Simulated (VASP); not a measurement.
Here is a VASP 6.6.1 calculation.

Contents of INCAR:

```
SYSTEM = KBr
  ALGO = Normal
  EDIFF = 1E-6
  ENCUT = 500
  GGA = PS
  GGA_COMPAT = .False.
  ISIF = 2
  ISMEAR = -1
  LASPH = .True.
  LCHARG = .False.
  LREAL = .False.
  LWAVE = .False.
  NBANDS = 15
  NELM = 120
  PREC = Accurate
  SIGMA = 0.001
```

File KPOINTS:

```
k-points
0
Gamma
  4 4 4
  0 0 0
```

Contents of POSCAR:

```
KBr
1.0
    0.0000000000      3.3024386828      3.3024386828
    3.3024386828      0.0000000000      3.3024386828
    3.3024386828      3.3024386828      0.0000000000
K Br
1 1
Direct
    0.0000000000      0.0000000000      0.0000000000
    0.5000000000      0.5000000000      0.5000000000
```

Potentials or basis: VASP PAW PBE potentials, release 64 (K_sv, Br).

Run with:

```bash
$ cat potpaw_PBE.64/K_sv/POTCAR potpaw_PBE.64/Br/POTCAR > POTCAR
$ mpirun -np 1 vasp_std > vasp.out
```

(1) What does it give for the band gap on the k mesh?

(2) What does it give for the pressure?

## Answers

(1) 4.27 eV.

(2) -0.3 GPa.

Caveat: the PAW data sets were made with another functional, which shifts forces and pressure a little.
